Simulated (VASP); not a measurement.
A run of VASP 6.6.1:

The input INCAR:

```
SYSTEM = Pb
  PREC = Accurate
  ENCUT = 600
  EDIFF = 1E-6
  ISMEAR = -1
  SIGMA = 0.05
  LREAL = .False.
  LASPH = .True.
  NELM = 100
  ALGO = Normal
  ISIF = 3
  LWAVE = .False.
  LCHARG = .False.
  GGA = PE
  IBRION = 2
  NSW = 60
  EDIFFG = -0.005
  PSTRESS = 640.0
```

Contents of KPOINTS:

```
regular mesh
0
Gamma
  12 12 12
  0 0 0
```

POSCAR

```
Pb
1.0
    0.0000000000      2.7738202072      2.7738202072
    2.7738202072      0.0000000000      2.7738202072
    2.7738202072      2.7738202072      0.0000000000
Pb
2
Direct
   -0.1250000000     -0.1250000000     -0.1250000000
    0.1250000000      0.1250000000      0.1250000000
```

Potentials or basis: VASP PAW PBE potentials, release 64 (Pb_d).

Command:

```sh
$ cat potpaw_PBE.64/Pb_d/POTCAR > POTCAR
$ mpirun -np 1 vasp_std > vasp.out
```

Hardware: 1 thread of Intel(R) Xeon(R) Platinum 8488C (Sapphire Rapids) (shared host).

Task: How long does it take, and how much memory?

Result: It took 3.3 min on 1 thread of Intel(R) Xeon(R) Platinum 8488C (Sapphire Rapids), with other jobs on the host, peak memory 0.22 GiB. Counts: scf iterations 52, k points 72, ion steps 5.
